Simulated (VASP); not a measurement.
# I (Fmmm) in VASP: a series of runs, part 2 of 3

VASP 6.6.1. The steps go on from the part before.

## (3) Single point, r2SCAN+D3(BJ)

This run uses another cell than the first one, of 38.12 Å³/atom.

POSCAR

```
I
1.0
    0.0000000000      2.3173093325      3.8300250810
    2.1474932061      0.0000000000      3.8300250810
    2.1474932061      2.3173093325      0.0000000000
I
1
Direct
    0.0000000000      0.0000000000      0.0000000000
```

INCAR.step1

```
ALGO = Normal
EDIFF = 1E-4
ENCUT = 520
GGA = PE
ISMEAR = -1
LASPH = T
LCHARG = F
LREAL = F
LWAVE = T
NBANDS = 10
NELM = 60
PREC = Accurate
SIGMA = 0.05
```

INCAR.step2

```
ALGO = Normal
EDIFF = 1E-6
ENCUT = 520
ISIF = 2
ISMEAR = -1
ISTART = 1
IVDW = 12
LASPH = T
LCHARG = F
LMIXTAU = T
LREAL = F
LWAVE = F
METAGGA = R2SCAN
NBANDS = 10
NELM = 60
PREC = Accurate
SIGMA = 0.05
VDW_A1 = 0.49484001
VDW_A2 = 5.73083694
VDW_S6 = 1.0
VDW_S8 = 0.78981345
```

KPOINTS

```
k-points
0
Gamma
  9 9 9
```

Potentials or basis: VASP PAW PBE potentials, release 64 (I).

Run with:

```console
$ cat potpaw_PBE.64/I/POTCAR > POTCAR
$ cp INCAR.step1 INCAR
$ mpirun -np 1 vasp_std > vasp.out
$ cp INCAR.step2 INCAR
$ mpirun -np 1 vasp_std > vasp.out
```

OUTCAR:

```text
EDIFF = 1E-6
   ENCUT = 520
   ISIF = 2
   ISMEAR = -1
   ISTART = 1
   IVDW = 12
   LASPH = T
   LREAL = F
   METAGGA = R2SCAN
   NELM = 60
   PREC = Accurate
 IVDW          = 12

 ion  position               nearest neighbor table
   1  0.000  0.000  0.000-

  LATTYP: Found a face centered orthorhombic cell.
 ALAT       =     4.2949864122
 B/A-ratio  =     1.0790764441
 C/A-ratio  =     1.7834864716

  Lattice vectors:

 A1 = (   0.0000000000,   2.3173093325,   3.8300250810)
 A2 = (   2.1474932061,   0.0000000000,   3.8300250810)
 A3 = (   2.1474932061,   2.3173093325,   0.0000000000)

Analysis of symmetry for initial positions (statically):
=====================================================================
 Subroutine PRICEL returns:
 Original cell was already a primitive cell.

 Routine SETGRP: Setting up the symmetry group for a
 face centered orthorhombic supercell.

 Subroutine GETGRP returns: Found  8 space group operations
 (whereof  8 operations were pure point group operations)
 out of a pool of  8 trial point group operations.

The static configuration has the point symmetry D_2h.

Analysis of symmetry for dynamics (positions and initial velocities):
=====================================================================
 Subroutine PRICEL returns:
 Original cell was already a primitive cell.

 Routine SETGRP: Setting up the symmetry group for a
 face centered orthorhombic supercell.

 Subroutine GETGRP returns: Found  8 space group operations
 (whereof  8 operations were pure point group operations)
 out of a pool of  8 trial point group operations.

The dynamic configuration has the point symmetry D_2h.

 Subroutine INISYM returns: Found  8 space group operations
 (whereof  8 operations are pure point group operations),
 and found     1 'primitive' translations

[... 114 lines left out ...]
  Fermi-wavevector in a.u.,A,eV,Ry     =   0.930519  1.758425 11.780806  0.865865
  Thomas-Fermi vector in A             =   2.056915
   LORBIT       =      0    0 simple, 1 ext, 2 COOP (PROOUT), +10 PAW based schemes
   METAGGA = R2SCAN    functional components
   LHFCALC =     F    Hartree Fock is set to
   AEXX    =    0.0000 exact exchange contribution
   IVDW    =    12    specifies the selected vdW correction
   LEPSILON=     F    determine dielectric tensor
   LRPA    =     F    only Hartree local field effects (RPA)
 non-spin polarized calculation
  energy-cutoff  :      520.00
  volume of cell :       38.12
 maximum number of plane-waves:      1042
 NGX is ok and might be reduce to    36
   NGX = 17   NGY = 17   NGZ = 11

 number of electron       7.0000000 magnetization

 Free energy of the ion-electron system (eV)
  ---------------------------------------------------
  ext. energy  EPLUGINS =         0.00000000
  ---------------------------------------------------
  free energy    TOTEN  =       -24.38795892 eV

  energy without entropy =      -24.38420601  energy(sigma->0) =      -24.38608246

 E-fermi :   4.0989     XC(G=0):  -8.9570

 val. band max:        4.0836417422   @ k =  -0.2222   0.0000   0.1111
 cond. band min:       4.1083552960   @ k =   0.4444   0.3333   0.1111
 fundamental gap:      0.0247135538
 Fermi energy:         4.0989269455

 k-point     1 :       0.0000    0.0000    0.0000
  band No.  band energies     occupation
      1     -10.8164      2.00000
      2       1.7490      2.00000
      3       4.9709      0.00000
      4       5.3069      0.00000
      5       8.8937      0.00000
      6      11.8355      0.00000
      7      13.1616      0.00000
      8      16.8570      0.00000
      9      17.1884      0.00000
     10      17.2414      0.00000
[... 287 lines left out ...]
 k-point    24 :       0.4444    0.4444    0.0000
  band No.  band energies     occupation
      1     -10.5151      2.00000
      2      -0.6081      2.00000
      3       4.7053      0.00001
      4       5.0634      0.00000
      5      11.2853      0.00000
      6      12.0752      0.00000
      7      15.5330      0.00000
      8      19.9184      0.00000
      9      20.0481      0.00000
     10      20.1336      0.00000

 [... further k-points ...]

------------------------ aborting loop because EDIFF is reached ----------------------------------------

 Edisp (eV)   -0.16122

 E8    (eV) :    -0.0561

  FORCE on cell =-STRESS in cart. coord.  units (eV):
  Direction    XX          YY          ZZ          XY          YZ          ZX
  --------------------------------------------------------------------------------------
  -------------------------------------------------------------------------------------
  Total       0.42269     0.54264    -0.08043    -0.00000     0.00000     0.00000
  in kB      17.76587    22.80751    -3.38032    -0.00000     0.00000     0.00000
  external pressure =       12.40 kB  Pullay stress =        0.00 kB

 VOLUME and BASIS-vectors are now :
 -----------------------------------------------------------------------------
  energy-cutoff  :      520.00
  volume of cell :       38.12
      direct lattice vectors                 reciprocal lattice vectors
     0.000000000  2.317309332  3.830025081    -0.232829607  0.215767482  0.130547448
     2.147493206  0.000000000  3.830025081     0.232829607 -0.215767482  0.130547448
     2.147493206  2.317309332  0.000000000     0.232829607  0.215767482 -0.130547448

 POSITION                                       TOTAL-FORCE (eV/Angst)
 -----------------------------------------------------------------------------------
      0.00000      0.00000      0.00000         0.000000      0.000000     -0.000000
 -----------------------------------------------------------------------------------
    total drift:                                0.000000      0.000000      0.000000

  FREE ENERGIE OF THE ION-ELECTRON SYSTEM (eV)
  ---------------------------------------------------
  free  energy   TOTEN  =       -24.5491787737 eV

  energy  without entropy=      -24.5454258672  energy(sigma->0) =      -24.54730232
```

OUTCAR.step1:

```text
EDIFF = 1E-4
   ENCUT = 520
   GGA = PE
   ISMEAR = -1
   LASPH = T
   LREAL = F
[... 528 lines left out ...]

 POSITION                                       TOTAL-FORCE (eV/Angst)
 -----------------------------------------------------------------------------------
      0.00000      0.00000      0.00000         0.000000     -0.000000      0.000000
 -----------------------------------------------------------------------------------
    total drift:                                0.000000      0.000000      0.000000

  FREE ENERGIE OF THE ION-ELECTRON SYSTEM (eV)
  ---------------------------------------------------
  free  energy   TOTEN  =        -1.3714565329 eV

  energy  without entropy=       -1.3671873988  energy(sigma->0) =       -1.36932197
```

OSZICAR.step1:

```text
N       E                     dE             d eps       ncg     rms          rms(c)
DAV:   1     0.205669840667E+02    0.20567E+02   -0.24330E+03  2500   0.491E+02
DAV:   2    -0.486243903939E+00   -0.21053E+02   -0.20393E+02  3224   0.830E+01
DAV:   3    -0.138946568029E+01   -0.90322E+00   -0.88887E+00  3144   0.174E+01
DAV:   4    -0.139806089491E+01   -0.85952E-02   -0.85945E-02  3158   0.205E+00
DAV:   5    -0.139818513921E+01   -0.12424E-03   -0.12424E-03  3142   0.228E-01    0.560E+00
DAV:   6    -0.137874427475E+01    0.19441E-01   -0.16192E-02  2808   0.608E-01    0.346E+00
DAV:   7    -0.137155918575E+01    0.71851E-02   -0.33623E-02  2716   0.902E-01    0.107E-01
DAV:   8    -0.137145225919E+01    0.10693E-03   -0.17915E-03  2718   0.253E-01    0.332E-02
DAV:   9    -0.137145653294E+01   -0.42738E-05   -0.22698E-05  1868   0.370E-02
   1 F= -.13714565E+01 E0= -.13693220E+01  d E =-.426913E-02
```

Wall time 3 min (1 thread of Intel Xeon 8259CL, shared host); peak memory 0.21 GiB.

Results:

- Free energy: -24.5492 eV
- Pressure: 1.2 GPa
- Band gap on the k mesh: zero (an odd number of electrons rules out a gap without spin polarisation)
- Dispersion energy per atom: -0.161 eV

Levels at points of the mesh, in eV from the Fermi level:
```tsv
k point	band 1	band 2	band 3	band 4	band 5	band 6	band 7	band 8
(0.00, 0.00, 0.00)	-14.92	-2.35	0.87	1.21	4.79	7.74	9.06	12.76
```

Caveat: the PAW data sets were made with another functional, which shifts forces and pressure a little; spin-orbit coupling is left out, which moves the levels of the heavy elements; an odd number of electrons without spin polarisation forces a metal; a magnetic or distorted state may lie lower.

(Continued in part 3 of 3.)

The gap in the log of VASP goes by the Fermi energy; the results here count the filled bands.